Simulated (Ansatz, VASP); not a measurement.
**CoC: VASP beside Ansatz**

INCAR

```
PREC = Accurate
ENCUT = 600
EDIFF = 1E-6
ISMEAR = -1
SIGMA = 0.1
LREAL = False
LASPH = True
NELM = 200
ALGO = Normal
ISIF = 2
LWAVE = False
LCHARG = True
ISPIN = 2
MAGMOM = 0 0
LORBIT = 11
LMAXMIX = 4
GGA = PE
LELF = True
LVHAR = True
NBANDS = 18
GGA_COMPAT = False
```

Contents of KPOINTS:

```
regular mesh
0
Gamma
  6 6 6
```

POSCAR

```
CoC
1.0
    0.0000000000      2.0840000000      2.0840000000
    2.0840000000      0.0000000000      2.0840000000
    2.0840000000      2.0840000000      0.0000000000
Co C
1 1
Direct
    0.0000000000      0.0000000000      0.0000000000
    0.5000000000      0.5000000000      0.5000000000
```

Input for Ansatz:

```yaml
crystal:
  lattice:
    - [0, 2.084, 2.084]
    - [2.084, 0, 2.084]
    - [2.084, 2.084, 0]
  atoms:
    - { symbol: Co, position: [0, 0, 0] }
    - { symbol: C, position: [0.5, 0.5, 0.5] }
kpoints:
  mp_grid: { grid: [6, 6, 6], shift: [0, 0, 0] }
hamiltonian:
  xc: pbe
  pseudopotentials: { kind: paw }
magnetization:
  spin_polarized: true
scf:
  occupations: { method: fermi_dirac }
```

Alike in both runs: task single point; functional PBE; k mesh 6 × 6 × 6; collinear spin.

```csv
,VASP,Ansatz
version,VASP 6.6.1,Ansatz 0.2 development build
potentials or method,"VASP PAW PBE potentials, release 64 (Co, C)","PAW hard, scalar-relativistic"
plane-wave cutoff (eV),600,900
occupations,"fermi-dirac, width 0.1 eV",fermi-dirac
```

|  | VASP | Ansatz | Ansatz less VASP |
| --- | --- | --- | --- |
| net moment per atom (μB) | 0.00 | 0.00 | 0.000 |

The k mesh is coarse, so the values compare programs but aren't converged.
